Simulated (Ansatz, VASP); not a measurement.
## TiO2: VASP beside Ansatz

```xyz
6
Lattice="4.5490 0.0000 0.0000 0.0000 4.5490 0.0000 0.0000 0.0000 2.9174" Properties=species:S:1:pos:R:3 pbc="T T T"
Ti    0.0000    0.0000    0.0000
Ti    2.2745    2.2745    1.4587
O     1.3787    1.3787    0.0000
O     0.8958    3.6532    1.4587
O     3.1702    3.1702    0.0000
O     3.6532    0.8958    1.4587
```

Change from the starting cell: strained cell.

Alike in both runs: functional PBE; k mesh 6 × 6 × 10; occupations gaussian, width 0.02 eV; no spin polarisation.

Ansatz relaxed the structure, and its values are those at the end. VASP's run is a single point on that final structure, the one shown.

|  | VASP | Ansatz |
| --- | --- | --- |
| version | VASP 6.6.1 | Ansatz 0.2.0 |
| potentials or method | VASP PAW PBE potentials, release 64 (Ti_sv, O), cutoff 520 eV | scalar-relativistic, plane waves, PAW |
| valence electrons in the cell | 48 | 48 |

```csv
,VASP,Ansatz,Ansatz less VASP
gap on the k mesh at the Fermi level (eV),1.88,1.92,+0.033
least direct gap on the mesh (eV),1.88,1.92,+0.033
pressure (GPa),14.4,13.7,-0.71
rms of the force components (eV/Å),0.011,0.000,-0.0108
```

With one functional, cell and mesh, what is left measures potentials, basis and numerics. Ansatz's warnings: stress scf threshold loose.
